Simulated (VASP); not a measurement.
# Ge (Im-3m) in VASP: further runs

Ge is run at these levels: LDA; tasks: single point, relaxation of cell and atoms.

All numbers are computed with VASP 6.6.1; they aren't measurements. Logs are shortened: lines on timing, memory, paths and dates and some standing lists are left out, and cuts for length are marked.

### 1 The cell of the first run

It takes space group Im-3m (No. 229, cubic). Conventional cell: a = 3.340 Å, b = 3.340 Å, c = 3.340 Å, α = 90.00°, β = 90.00°, γ = 90.00°. Within 3.8 Å of Ge (site symmetry m-3m) lie 14 Ge at 2.89 to 3.34 Å.

This isn't the form of Ge at room conditions, which is diamond.

### 2 Single point, LDA (18.63 Å³/atom)

File INCAR:

```
SYSTEM = Ge
PREC     = Accurate       ! precision mode
ENCUT    = 520            ! plane-wave cutoff, eV
EDIFF    = 1E-7           ! SCF threshold, eV
ISMEAR   = -1             ! smearing method
SIGMA    = 0.1            ! smearing width, eV
LREAL    = .False.        ! projectors in reciprocal space
LASPH    = .True.         ! aspherical terms in the spheres
NELM     = 80             ! most SCF steps
ALGO     = Normal         ! electronic algorithm
ISIF     = 2              ! what is computed and relaxed
LWAVE    = .False.        ! write WAVECAR
LCHARG   = .True.         ! write CHGCAR
GGA      = CA             ! functional
LELF     = .True.         ! ELF
LVHAR    = .True.       
NBANDS   = 13             ! bands
```

File KPOINTS:

```
regular mesh
0
Gamma
  15 15 15
  0 0 0
```

File POSCAR:

```
Ge
1.0
   -1.6700310219      1.6700310219      1.6700310219
    1.6700310219     -1.6700310219      1.6700310219
    1.6700310219      1.6700310219     -1.6700310219
Ge
1
Direct
    0.0000000000      0.0000000000      0.0000000000
```

Potentials or basis: VASP PAW LDA potentials, release 64 (Ge_d).

Started as:

```sh
cat potpaw_LDA.64/Ge_d/POTCAR > POTCAR
mpirun -np 1 vasp_std > vasp.out
```

OUTCAR:

```text
SYSTEM = Ge
   PREC = Accurate
   ENCUT = 520
   EDIFF = 1E-7
   ISMEAR = -1
   LREAL = .False.
   LASPH = .True.
   NELM = 80
   ISIF = 2
   GGA = CA

 ion  position               nearest neighbor table
   1  0.000  0.000  0.000-

  LATTYP: Found a body centered cubic cell.
 ALAT       =     3.3400620438

  Lattice vectors:

 A1 = (  -1.6700310219,   1.6700310219,   1.6700310219)
 A2 = (   1.6700310219,  -1.6700310219,   1.6700310219)
 A3 = (   1.6700310219,   1.6700310219,  -1.6700310219)

Analysis of symmetry for initial positions (statically):
=====================================================================
 Subroutine PRICEL returns:
 Original cell was already a primitive cell.

 Routine SETGRP: Setting up the symmetry group for a
 body centered cubic supercell.

 Subroutine GETGRP returns: Found 48 space group operations
 (whereof 48 operations were pure point group operations)
 out of a pool of 48 trial point group operations.

The static configuration has the point symmetry O_h .

Analysis of symmetry for dynamics (positions and initial velocities):
=====================================================================
 Subroutine PRICEL returns:
 Original cell was already a primitive cell.

 Routine SETGRP: Setting up the symmetry group for a
 body centered cubic supercell.

 Subroutine GETGRP returns: Found 48 space group operations
 (whereof 48 operations were pure point group operations)
 out of a pool of 48 trial point group operations.

The dynamic configuration has the point symmetry O_h .

 Subroutine INISYM returns: Found 48 space group operations
 (whereof 48 operations are pure point group operations),
 and found     1 'primitive' translations

----------------------------------------------------------------------------------------

                                     Primitive cell

  volume of cell :      18.6309

  direct lattice vectors                    reciprocal lattice vectors
    -1.670031022  1.670031022  1.670031022     0.000000000  0.299395636  0.299395636
     1.670031022 -1.670031022  1.670031022     0.299395636  0.000000000  0.299395636
     1.670031022  1.670031022 -1.670031022     0.299395636  0.299395636  0.000000000

  length of vectors
     2.892578580  2.892578580  2.892578580     0.423409369  0.423409369  0.423409369

  position of ions in fractional coordinates (direct lattice)
     0.000000000  0.000000000  0.000000000

  ion indices of the primitive-cell ions
   primitive index   ion index
                 1           1

----------------------------------------------------------------------------------------

 KPOINTS: regular mesh

Automatic generation of k-mesh.
 Grid dimensions read from file:
 generate k-points for:   15   15   15

 Generating k-lattice:

  Cartesian coordinates                     Fractional coordinates (reciprocal lattice)
     0.000000000  0.019959709  0.019959709     0.066666667  0.000000000  0.000000000
     0.019959709  0.000000000  0.019959709     0.000000000  0.066666667  0.000000000
     0.019959709  0.019959709  0.000000000     0.000000000  0.000000000  0.066666667

  Length of vectors
     0.028227291  0.028227291  0.028227291

  Shift w.r.t. Gamma in fractional coordinates (k-lattice)
     0.000000000  0.000000000  0.000000000

 Subroutine IBZKPT returns following result:
 ===========================================

 Found    120 irreducible k-points:

 Following reciprocal coordinates:
            Coordinates               Weight
  0.000000  0.000000  0.000000      1.000000
  0.066667  0.000000  0.000000     12.000000
  0.133333  0.000000  0.000000     12.000000
  0.200000  0.000000  0.000000     12.000000
  0.266667  0.000000  0.000000     12.000000
  0.333333  0.000000  0.000000     12.000000
[... 16 lines left out ...]
  0.333333  0.200000  0.000000     48.000000
  0.400000  0.200000 -0.000000     24.000000
 [... further k-points ...]
   k-points           NKPTS =    120   k-points in BZ     NKDIM =    120   number of bands    NBANDS=     13
   number of dos      NEDOS =    301   number of ions     NIONS =      1
   total plane-waves  NPLWV =  13824
   dimension x,y,z NGX =    24 NGY =   24 NGZ =   24
   dimension x,y,z NGXF=    48 NGYF=   48 NGZF=   48
   ions per type =               1
   NGX,Y,Z   is equivalent  to a cutoff of  13.79, 13.79, 13.79 a.u.
   NGXF,Y,Z  is equivalent  to a cutoff of  27.59, 27.59, 27.59 a.u.
 SYSTEM =  Ge
   PREC   = accura    normal or accurate (medium, high low for compatibility)
   ISTART =      0    job   : 0-new  1-cont  2-samecut
   ICHARG =      2    charge: 1-file 2-atom 10-const
   ISPIN  =      1    spin polarized calculation?
   LNONCOLLINEAR =      F non collinear calculations
   LSORBIT =      F    spin-orbit coupling
   LASPH  =      T    aspherical Exc in radial PAW
   ENCUT  =  520.0 eV  38.22 Ry    6.18 a.u.   5.38  5.38  5.38*2*pi/ulx,y,z
   NELM   =     80;   NELMIN=  2; NELMDL= -5     # of ELM steps
   EDIFF  = 0.1E-06   stopping-criterion for ELM
   LREAL  =      F    real-space projection
   EDIFFG = 0.1E-05   stopping-criterion for IOM
   NSW    =      0    number of steps for IOM
   IBRION =     -1    ionic relax: 0-MD 1-quasi-New 2-CG
   NFREE  =      0    steps in history (QN), initial steepest desc. (CG)
   ISIF   =      2    stress and relaxation
   ISYM   =      2    0-nonsym 1-usesym 2-fastsym
   POTIM  = 0.5000    time-step for ionic-motion
   TEBEG  =    0.0;   TEEND  =   0.0 temperature during run
   PSTRESS=    0.0 pullay stress
   NELECT =      14.0000    total number of electrons
   NUPDOWN=      -1.0000    fix difference up-down
   EMIN   =  10.00;   EMAX   =-10.00  energy-range for DOS
   EFERMI =   0.00;   METHOD = LEGACY
   ISMEAR =    -1;   SIGMA  =   0.10  broadening in eV -4-tet -1-fermi 0-gaus
   EFERMI_NEDOS =   21; number of points for ismear=-14 and -15
   IALGO  =     38    algorithm
   IMIX   =      4    mixing-type and parameters
     AMIX     =   0.40;   BMIX     =  1.00
     AMIX_MAG =   1.60;   BMIX_MAG =  1.00
  volume/ion in A,a.u.               =      18.63       125.73
  Fermi-wavevector in a.u.,A,eV,Ry     =   1.488354  2.812582 30.139603  2.215198
  Thomas-Fermi vector in A             =   2.601399
   LORBIT       =      0    0 simple, 1 ext, 2 COOP (PROOUT), +10 PAW based schemes
   GGA     = CA    functional components
   LHFCALC =     F    Hartree Fock is set to
   AEXX    =    0.0000 exact exchange contribution
   IVDW    =     0    specifies the selected vdW correction
   LEPSILON=     F    determine dielectric tensor
   LRPA    =     F    only Hartree local field effects (RPA)
 non-spin polarized calculation
  energy-cutoff  :      520.00
  volume of cell :       18.63
 maximum number of plane-waves:       531
 NGX is ok and might be reduce to    24
   NGX = 11   NGY = 11   NGZ = 11

 number of electron      14.0000010 magnetization

 Free energy of the ion-electron system (eV)
  ---------------------------------------------------
  ext. energy  EPLUGINS =         0.00000000
  ---------------------------------------------------
  free energy    TOTEN  =        -4.88329667 eV

  energy without entropy =       -4.86482334  energy(sigma->0) =       -4.87406001

 E-fermi :   6.6277     XC(G=0): -11.6437

 val. band max:        6.6209095188   @ k =   0.2667   0.2000   0.0667
 cond. band min:       6.6777611928   @ k =   0.2667   0.0667   0.0000
 fundamental gap:      0.0568516740
 Fermi energy:         6.6276539593

 k-point     1 :       0.0000    0.0000    0.0000
  band No.  band energies     occupation
      1     -18.2000      2.00000
      2     -18.2000      2.00000
      3     -18.2000      2.00000
      4     -18.1102      2.00000
      5     -18.1102      2.00000
      6      -6.6227      2.00000
      7      15.7788      0.00000
      8      15.7788      0.00000
      9      15.7788      0.00000
     10      21.7470      0.00000
     11      21.7470      0.00000
     12      21.7470      0.00000
     13      23.7929      0.00000

 k-point     2 :       0.0667    0.0000    0.0000
  band No.  band energies     occupation
      1     -18.2014      2.00000
      2     -18.1982      2.00000
      3     -18.1939      2.00000
      4     -18.1117      2.00000
      5     -18.1103      2.00000
      6      -6.5044      2.00000
      7      14.8621      0.00000
      8      15.3427      0.00000
      9      15.6637      0.00000
     10      20.9163      0.00000
     11      20.9776      0.00000
     12      22.4027      0.00000
     13      22.9095      0.00000

 k-point     3 :       0.1333    0.0000    0.0000
  band No.  band energies     occupation
      1     -18.2052      2.00000
      2     -18.1935      2.00000
      3     -18.1766      2.00000
      4     -18.1156      2.00000
      5     -18.1108      2.00000
      6      -6.1495      2.00000
      7      12.7661      0.00000
      8      14.3983      0.00000
      9      15.3365      0.00000
     10      19.5931      0.00000
     11      19.7135      0.00000
     12      22.4542      0.00000
     13      23.3141      0.00000
[... 305 lines left out ...]
 k-point    23 :       0.3333    0.2000    0.0000
  band No.  band energies     occupation
      1     -18.2144      2.00000
      2     -18.1719      2.00000
      3     -18.1230      2.00000
      4     -18.1173      2.00000
      5     -18.0795      2.00000
      6      -1.0633      2.00000
      7       3.1329      2.00000
      8       6.8802      0.14816
      9      11.8783      0.00000
     10      18.3565      0.00000
     11      21.3250      0.00000
     12      24.0905      0.00000
     13      25.7831      0.00000

 k-point    24 :       0.4000    0.2000   -0.0000
  band No.  band energies     occupation
      1     -18.2150      2.00000
      2     -18.1711      2.00000
      3     -18.1239      2.00000
      4     -18.1148      2.00000
      5     -18.0777      2.00000
      6      -0.2440      2.00000
      7       2.1292      2.00000
      8       6.7224      0.55896
      9      11.7781      0.00000
     10      18.2781      0.00000
     11      21.8006      0.00000
     12      24.3705      0.00000
     13      24.7641      0.00000

 [... further k-points ...]
[... 5 lines left out ...]
  --------------------------------------------------------------------------------------
  -------------------------------------------------------------------------------------
  Total       -0.3809615     -0.3809615     -0.3809615     -0.0000000      0.0000000      0.0000000
  in kB      -32.7610663    -32.7610663    -32.7610663     -0.0000000      0.0000000      0.0000000
  external PRESSURE =     -32.7610663 kB  Pullay stress =       0.0000000 kB

 VOLUME and BASIS-vectors are now :
 -----------------------------------------------------------------------------
  energy-cutoff  :      520.00
  volume of cell :       18.63
      direct lattice vectors                 reciprocal lattice vectors
    -1.670031022  1.670031022  1.670031022     0.000000000  0.299395636  0.299395636
     1.670031022 -1.670031022  1.670031022     0.299395636  0.000000000  0.299395636
     1.670031022  1.670031022 -1.670031022     0.299395636  0.299395636  0.000000000

 POSITION                                       TOTAL-FORCE (eV/Angst)
 -----------------------------------------------------------------------------------
      0.00000      0.00000      0.00000        -0.000000      0.000000     -0.000000
 -----------------------------------------------------------------------------------
    total drift:                                0.000000      0.000000     -0.000000

  FREE ENERGIE OF THE ION-ELECTRON SYSTEM (eV)
  ---------------------------------------------------
  free  energy   TOTEN  =        -4.8832966702 eV

  energy  without entropy=       -4.8648233448  energy(sigma->0) =       -4.87406001
```

Run time: 12 s. Hardware: 1 thread of Intel Xeon Platinum 8488C (Sapphire Rapids), shared host; peak memory 0.14 GiB.

Results:

```
Free energy            : -4.8833 eV
Pressure               : -3.3 GPa
Band gap on the k mesh : zero (bands 7 and 8 overlap by 12.18 eV)
```

Caveat: the cell stands under tension.

### 3 Single point, LDA (19.35 Å³/atom)

This run uses another cell than the first one, of 19.35 Å³/atom.

File INCAR:

```
SYSTEM = Ge
ALGO = Normal ; EDIFF = 1E-6
ENCUT = 520 ; GGA = CA
ISIF = 2 ; ISMEAR = -1
LASPH = .True. ; LCHARG = .False.
LREAL = .False. ; LWAVE = .False.
NBANDS = 13 ; NELM = 100
PREC = Accurate ; SIGMA = 0.1
```

File KPOINTS:

```
k-points
0
Gamma
  15 15 15
  0 0 0
```

File POSCAR:

```
Ge
1.0
   -1.6911728995      1.6911728995      1.6911728995
    1.6911728995     -1.6911728995      1.6911728995
    1.6911728995      1.6911728995     -1.6911728995
Ge
1
Direct
    0.0000000000      0.0000000000      0.0000000000
```

Potentials or basis: VASP PAW LDA potentials, release 64 (Ge_d).

Started as:

```sh
cat potpaw_LDA.64/Ge_d/POTCAR > POTCAR
mpirun -np 1 vasp_std > vasp.out
```

OUTCAR:

```text
SYSTEM = Ge
   EDIFF = 1E-6
   ENCUT = 520
   GGA = CA
   ISIF = 2
   ISMEAR = -1
   LASPH = .True.
   LREAL = .False.
   NELM = 100
   PREC = Accurate

 ion  position               nearest neighbor table
   1  0.000  0.000  0.000-

  LATTYP: Found a body centered cubic cell.
 ALAT       =     3.3823457990

  Lattice vectors:

 A1 = (  -1.6911728995,   1.6911728995,   1.6911728995)
 A2 = (   1.6911728995,  -1.6911728995,   1.6911728995)
 A3 = (   1.6911728995,   1.6911728995,  -1.6911728995)

Analysis of symmetry for initial positions (statically):
=====================================================================
 Subroutine PRICEL returns:
 Original cell was already a primitive cell.

 Routine SETGRP: Setting up the symmetry group for a
 body centered cubic supercell.

 Subroutine GETGRP returns: Found 48 space group operations
 (whereof 48 operations were pure point group operations)
 out of a pool of 48 trial point group operations.

The static configuration has the point symmetry O_h .

Analysis of symmetry for dynamics (positions and initial velocities):
=====================================================================
 Subroutine PRICEL returns:
 Original cell was already a primitive cell.

 Routine SETGRP: Setting up the symmetry group for a
 body centered cubic supercell.

 Subroutine GETGRP returns: Found 48 space group operations
 (whereof 48 operations were pure point group operations)
 out of a pool of 48 trial point group operations.

The dynamic configuration has the point symmetry O_h .

 Subroutine INISYM returns: Found 48 space group operations
 (whereof 48 operations are pure point group operations),
 and found     1 'primitive' translations

----------------------------------------------------------------------------------------

                                     Primitive cell

[... 107 lines left out ...]
     AMIX     =   0.40;   BMIX     =  1.00
     AMIX_MAG =   1.60;   BMIX_MAG =  1.00
  volume/ion in A,a.u.               =      19.35       130.56
  Fermi-wavevector in a.u.,A,eV,Ry     =   1.469748  2.777421 29.390744  2.160159
  Thomas-Fermi vector in A             =   2.585088
   LORBIT       =      0    0 simple, 1 ext, 2 COOP (PROOUT), +10 PAW based schemes
   GGA     = CA    functional components
   LHFCALC =     F    Hartree Fock is set to
   AEXX    =    0.0000 exact exchange contribution
   IVDW    =     0    specifies the selected vdW correction
   LEPSILON=     F    determine dielectric tensor
   LRPA    =     F    only Hartree local field effects (RPA)
 non-spin polarized calculation
  energy-cutoff  :      520.00
  volume of cell :       19.35
 maximum number of plane-waves:       539
 NGX is ok and might be reduce to    24
   NGX = 11   NGY = 11   NGZ = 11

 number of electron      13.9999993 magnetization

 Free energy of the ion-electron system (eV)
  ---------------------------------------------------
  ext. energy  EPLUGINS =         0.00000000
  ---------------------------------------------------
  free energy    TOTEN  =        -4.86437028 eV

  energy without entropy =       -4.84473553  energy(sigma->0) =       -4.85455290

 E-fermi :   6.2253     XC(G=0): -11.4527

 val. band max:        6.2000150206   @ k =   0.2000   0.2000   0.2000
 cond. band min:       6.2348419037   @ k =   0.2667   0.0667  -0.0000
 fundamental gap:      0.0348268831
 Fermi energy:         6.2252576413

 k-point     1 :       0.0000    0.0000    0.0000
  band No.  band energies     occupation
      1     -18.5905      2.00000
      2     -18.5905      2.00000
      3     -18.5905      2.00000
      4     -18.5101      2.00000
      5     -18.5101      2.00000
      6      -6.7140      2.00000
      7      14.9907      0.00000
      8      14.9907      0.00000
      9      14.9907      0.00000
     10      21.0557      0.00000
     11      21.0557      0.00000
     12      21.0557      0.00000
     13      23.1780      0.00000
[... 354 lines left out ...]
  band No.  band energies     occupation
      1     -18.6033      2.00000
      2     -18.5636      2.00000
      3     -18.5224      2.00000
      4     -18.5143      2.00000
      5     -18.4810      2.00000
      6      -0.6304      2.00000
      7       1.9164      2.00000
      8       6.3341      0.50382
      9      11.2341      0.00000
     10      17.5880      0.00000
     11      21.0062      0.00000
     12      23.6204      0.00000
     13      23.9896      0.00000

 [... further k-points ...]
[... 5 lines left out ...]
  --------------------------------------------------------------------------------------
  -------------------------------------------------------------------------------------
  Total       -0.6274720     -0.6274720     -0.6274720      0.0000000      0.0000000      0.0000000
  in kB      -51.9614096    -51.9614096    -51.9614096      0.0000000      0.0000000      0.0000000
  external PRESSURE =     -51.9614096 kB  Pullay stress =       0.0000000 kB

 VOLUME and BASIS-vectors are now :
 -----------------------------------------------------------------------------
  energy-cutoff  :      520.00
  volume of cell :       19.35
      direct lattice vectors                 reciprocal lattice vectors
    -1.691172899  1.691172899  1.691172899     0.000000000  0.295652798  0.295652798
     1.691172899 -1.691172899  1.691172899     0.295652798  0.000000000  0.295652798
     1.691172899  1.691172899 -1.691172899     0.295652798  0.295652798  0.000000000

 POSITION                                       TOTAL-FORCE (eV/Angst)
 -----------------------------------------------------------------------------------
      0.00000      0.00000      0.00000        -0.000000     -0.000000      0.000000
 -----------------------------------------------------------------------------------
    total drift:                                0.000000      0.000000      0.000000

  FREE ENERGIE OF THE ION-ELECTRON SYSTEM (eV)
  ---------------------------------------------------
  free  energy   TOTEN  =        -4.8643702765 eV

  energy  without entropy=       -4.8447355265  energy(sigma->0) =       -4.85455290
```

stdout:

```text
POSCAR found type information on POSCAR Ge
 POSCAR found :  1 types and       1 ions
 scaLAPACK will be used
 LDA part: xc-table for (Slater(with rela. corr.)+CA(PZ))
 , standard interpolation
 POSCAR, INCAR and KPOINTS ok, starting setup
 FFT: planning ... GRIDC
 FFT: planning ... GRID_SOFT
 FFT: planning ... GRID
 WAVECAR not read
 entering main loop
```

Wall time 11 s (1 thread of Intel Xeon Platinum 8488C (Sapphire Rapids), shared host); peak memory 0.14 GiB.

What came out:

| Property | Result |
| --- | --- |
| Free energy | -4.8644 eV |
| Pressure | -5.2 GPa |
| Band gap on the k mesh | zero (bands 7 and 8 overlap by 11.65 eV) |

Caveat: the cell stands under tension.

(Continued in part 2 of 2.)
